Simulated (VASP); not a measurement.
Wanted: the native input for a VASP 6.6.1 run.

```yaml
Task: single point
Functional: PBE
Potentials_or_basis: VASP PAW PBE potentials, release 64 (Mg, O)
Cutoff: 520 eV
k_mesh: 9 × 9 × 6
Occupations: gaussian, width 0.05 eV
Spin: no spin polarisation
Dipole_correction: no
Further_INCAR_settings: ALGO = Normal; EDIFF = 1e-06; NBANDS = 16
```

The structure of MgO lies in POSCAR:

```
MgO
1.0
    3.3926000000      0.0000000000      0.0000000000
   -1.6963000000      2.9380777849      0.0000000000
    0.0000000000      0.0000000000      5.3947000000
Mg O
2 2
Direct
    0.3333333333      0.6666666667      0.0063188013
    0.6666666667      0.3333333333      0.5063188013
    0.3333333333      0.6666666667      0.3982811987
    0.6666666667      0.3333333333      0.8982811987
```

These files were run (other wordings do the same):

INCAR

```
SYSTEM = MgO
PREC = Accurate
ENCUT = 520
EDIFF = 1E-6
ISMEAR = 0
SIGMA = 0.05
LREAL = .False.
LASPH = .True.
NELM = 80
ALGO = Normal
ISIF = 2
LWAVE = .False.
LCHARG = .False.
GGA = PE
NBANDS = 16
```

KPOINTS

```
Automatic mesh
0
Gamma
  9 9 6
  0 0 0
```

Potentials or basis: VASP PAW PBE potentials, release 64 (Mg, O).

The run is started by

```console
$ cat potpaw_PBE.64/Mg/POTCAR potpaw_PBE.64/O/POTCAR > POTCAR
$ mpirun -np 1 vasp_std > vasp.out
```

It gave:

* Pressure: -9.4 GPa
* Largest force: 0.188 eV/Å
* Band gap on the k mesh: 2.93 eV, direct

It took 17 s on 1 thread of Intel(R) Xeon(R) 6975P-C (Granite Rapids), on a shared host, peak memory 0.19 GiB.
